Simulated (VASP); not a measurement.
Input of a VASP 6.6.1 run:

The input INCAR:

```
SYSTEM = HfO2
PREC = Accurate
ENCUT = 600
EDIFF = 1E-6
ISMEAR = 0
SIGMA = 0.1
LREAL = .False.
LASPH = .True.
NELM = 120
ALGO = Normal
ISIF = 2
LWAVE = .False.
LCHARG = .False.
GGA = PE
NBANDS = 56
GGA_COMPAT = .False.
```

KPOINTS

```
Automatic mesh
0
Gamma
  4 4 4
  0 0 0
```

POSCAR

```
HfO2
1.0
    5.1582088305      0.0000000000     -0.0025410828
    0.0000000000      5.2164764979      0.0000000000
   -0.8897777749      0.0000000000      5.2702976426
Hf O
4 8
Direct
    0.2758517288      0.4574295574      0.7082061403
    0.7241482712      0.9574295574      0.7917938597
    0.7241482712      0.5425704426      0.2917938597
    0.2758517288      0.0425704426      0.2082061403
    0.4487765651      0.7424590301      0.9775214655
    0.5512234349      0.2424590301      0.5224785345
    0.5512234349      0.2575409699      0.0224785345
    0.4487765651      0.7575409699      0.4775214655
    0.0680484478      0.3305264936      0.3466837502
    0.9319515522      0.8305264936      0.1533162498
    0.9319515522      0.6694735064      0.6533162498
    0.0680484478      0.1694735064      0.8466837502
```

Potentials or basis: VASP PAW PBE potentials, release 64 (Hf_pv, O).

Run with:

```bash
$ cat potpaw_PBE.64/Hf_pv/POTCAR potpaw_PBE.64/O/POTCAR > POTCAR
$ mpirun -np 1 vasp_std > vasp.out
```

Task: Estimate the band gap on the k mesh.

Result: 3.99 eV (least direct gap 4.07 eV).

Task: Predict the pressure.

Result: -3.2 GPa.

Task: Estimate the largest force.

Result: 0.090 eV/Å.

Forces on the atoms (eV/Å):
```
Hf  -0.059 -0.035 -0.058
Hf   0.059 -0.035  0.058
Hf   0.059  0.035  0.058
Hf  -0.059  0.035 -0.058
O    0.055  0.005 -0.017
O   -0.055  0.005  0.017
O   -0.055 -0.005  0.017
O    0.055 -0.005 -0.017
O    0.018 -0.001  0.045
O   -0.018 -0.001 -0.045
O   -0.018  0.001 -0.045
O    0.018  0.001  0.045
```

Caveat: the cell stands under tension; spin-orbit coupling is left out, which moves the levels of the heavy elements. A k mesh can miss the band edges.
